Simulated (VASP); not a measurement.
Crystal: Ga.

```xyz
4
Lattice="2.2615 -3.8305 0.0000 2.2615 3.8305 0.0000 0.0000 0.0000 4.5240" Properties=species:S:1:pos:R:3 pbc="T T T"
Ga    2.2615   -2.6438    0.3664
Ga    2.2615   -1.1867    2.6284
Ga    2.2615    2.6438    4.1576
Ga    2.2615    1.1867    1.8956
```

```yaml
Program: VASP 6.6.1
Task: relaxation of cell and atoms
Functional: RPBE
Potentials_or_basis: VASP PAW PBE potentials, release 64 (Ga_d)
Cutoff: 500 eV
k_mesh: 8 × 8 × 7
Occupations: fermi-dirac, width 0.1 eV
Spin: no spin polarisation
```

At the start: pressure 4.1 GPa; volume 19.59 Å³/atom.

Problem. How do energy, volume and symmetry change on relaxing?

Solution. Over 15 steps the energy falls by 19.0 meV/atom and the volume is 21.20 Å³/atom (+8.2 %); space group Cmce (No. 64, to 0.1 Å) before and after.

Step by step:
| step | energy change (eV) | largest force (eV/Å) | pressure (GPa) | volume (Å³) |
| --- | --- | --- | --- | --- |
| 1 | 0.0000 | 0.0877 | 4.06 | 78.38 |
| 2 | -0.0739 | 0.0299 | 0.25 | 84.15 |
| 3 | -0.0742 | 0.0271 | 0.02 | 84.64 |
| 4 | -0.0742 | 0.0264 | -0.07 | 84.77 |
| 5 | -0.0749 | 0.0246 | -0.07 | 84.82 |
| 6 | -0.0755 | 0.0216 | -0.08 | 84.91 |
| 7 | -0.0758 | 0.0079 | 0.03 | 84.72 |
| 8 | -0.0758 | 0.0112 | 0.00 | 84.70 |
| 9 | -0.0758 | 0.0181 | 0.06 | 84.65 |
| 10 | -0.0758 | 0.0137 | 0.02 | 84.68 |
| 11 | -0.0759 | 0.0094 | 0.03 | 84.68 |
| 12 | -0.0760 | 0.0048 | 0.06 | 84.67 |
| 13 | -0.0760 | 0.0044 | 0.07 | 84.68 |
| 14 | -0.0760 | 0.0035 | -0.16 | 84.92 |
| 15 | -0.0760 | 0.0038 | 0.02 | 84.79 |

Final structure:
```xyz
4
Lattice="2.3462 -3.9257 0.0000 2.3462 3.9257 0.0000 0.0000 0.0000 4.6026" Properties=species:S:1:pos:R:3 pbc="T T T"
Ga    2.3462   -2.6996    0.3767
Ga    2.3462   -1.2261    2.6780
Ga    2.3462    2.6996    4.2259
Ga    2.3462    1.2261    1.9246
```

Caveat: the PAW data sets were made with another functional, which shifts forces and pressure a little.
